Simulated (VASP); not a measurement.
A run of VASP 6.6.1 is set up as follows.

INCAR

```
PREC     = Accurate       # precision mode
ENCUT    = 500            # plane-wave cutoff, eV
EDIFF    = 1E-6           # SCF threshold, eV
ISMEAR   = 0              # smearing method
SIGMA    = 0.02           # smearing width, eV
LREAL    = F              # projectors in reciprocal space
LASPH    = T              # aspherical terms in the spheres
NELM     = 120            # most SCF steps
ALGO     = Normal         # electronic algorithm
ISIF     = 2              # what is computed and relaxed
LWAVE    = F              # write WAVECAR
LCHARG   = T              # write CHGCAR
GGA      = PE             # functional
LELF     = T              # ELF
LVHAR    = T            
NBANDS   = 26             # bands
GGA_COMPAT= F
```

Contents of KPOINTS:

```
Automatic mesh
0
Gamma
  6 6 4
```

POSCAR

```
AgI
1.0
    4.5408462299      0.0000000000      0.0000000000
   -2.2704231150      3.9324881898      0.0000000000
    0.0000000000      0.0000000000      7.4272540706
Ag I
2 2
Direct
    0.6666666667      0.3333333333      0.6276573162
    0.3333333333      0.6666666667      0.1276573162
    0.6666666667      0.3333333333      0.0023426838
    0.3333333333      0.6666666667      0.5023426838
```

Potentials or basis: VASP PAW PBE potentials, release 64 (Ag, I).

Run with:

```sh
$ cat potpaw_PBE.64/Ag/POTCAR potpaw_PBE.64/I/POTCAR > POTCAR
$ mpirun -np 1 vasp_std > vasp.out
```

Task: Predict the band gap on the k mesh.

Result: 1.37 eV.

Task: Estimate the pressure.

Result: 3.1 GPa.

Task: What does it give for the largest force?

Result: 0.004 eV/Å.

Forces on the atoms (eV/Å):
```
Ag   0.000  0.000  0.004
Ag   0.000  0.000  0.004
I    0.000  0.000 -0.004
I    0.000  0.000 -0.004
```

Caveat: the cell stands under pressure; spin-orbit coupling is left out, which moves the levels of the heavy elements.
